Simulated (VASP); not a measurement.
A run of VASP 6.6.1 is set up as follows.

The input INCAR:

```
  ALGO = Normal
  EDIFF = 1E-6
  EDIFFG = -0.04
  ENCUT = 600
  GGA = PE
  IBRION = 2
  ISIF = 3
  ISMEAR = 0
  LASPH = True
  LCHARG = False
  LREAL = False
  LWAVE = False
  NELM = 100
  NSW = 90
  PREC = Accurate
  SIGMA = 0.1
```

File KPOINTS:

```
k-points
0
Gamma
  4 4 4
```

File POSCAR:

```
Na3HfZr
1.0
    4.5282163415      0.0000000000      0.0000000000
    0.0000000000      4.5282163415      0.0000000000
    0.0000000000      0.0000000000      4.5282163415
Na Zr Hf
3 1 1
Direct
    0.0000000000      0.5000000000      0.5000000000
    0.5000000000      0.0000000000      0.5000000000
    0.5000000000      0.5000000000      0.0000000000
    0.5000000000      0.5000000000      0.5000000000
    0.0000000000      0.0000000000      0.0000000000
```

Potentials or basis: VASP PAW PBE potentials, release 64 (Na_pv, Zr_sv, Hf_pv).

Launch:

```console
$ cat potpaw_PBE.64/Na_pv/POTCAR potpaw_PBE.64/Zr_sv/POTCAR potpaw_PBE.64/Hf_pv/POTCAR > POTCAR
$ mpirun -np 1 vasp_std > vasp.out
```

(1) Predict the space group after relaxing (to 0.1 Å).

(2) Estimate the band gap on the k mesh.

Results:

(1) Pm-3m (No. 221).

(2) zero (an odd number of electrons rules out a gap without spin polarisation).

Caveat: spin-orbit coupling is left out, which moves the levels of the heavy elements.
